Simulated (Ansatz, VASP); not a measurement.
**Two plane-wave programs on SnO**

```
Sn O
1.0
     3.35500    0.00000    0.00000
     0.00000    5.67410    0.00000
     0.00000    0.00000    4.22197
Sn O
2 2
Direct
  0.99688 0.20297 0.49597
  0.49354 0.75057 0.99578
  0.99841 0.87547 0.72728
  0.49716 0.08086 0.23410
```

Alike in both runs: task single point; functional LDA; k mesh 4 × 3 × 3; no spin polarisation.

|  | VASP | Ansatz |
| --- | --- | --- |
| version | VASP 6.6.1 | Ansatz 0.2.0 |
| potentials or method | VASP PAW LDA potentials, release 64 (Sn_d, O) | plane waves, PAW |
| plane-wave cutoff (eV) | 520 | 420 |
| occupations | gaussian, width 0.01 eV | fixed |
| valence electrons in the cell | 40 | 40 |

Ansatz gave:

- rms of the force components (eV/Å): 0.130

**Question.** What did VASP give for the same quantities?

**Answer.** rms of the force components (eV/Å): 0.126.

LDA's correlation is that of Perdew and Zunger in VASP and of Perdew and Wang (1992) in Ansatz. Atom by atom the forces differ by 0.046 eV/Å (rms over components).

The k mesh is coarse, so the values compare programs but aren't converged.
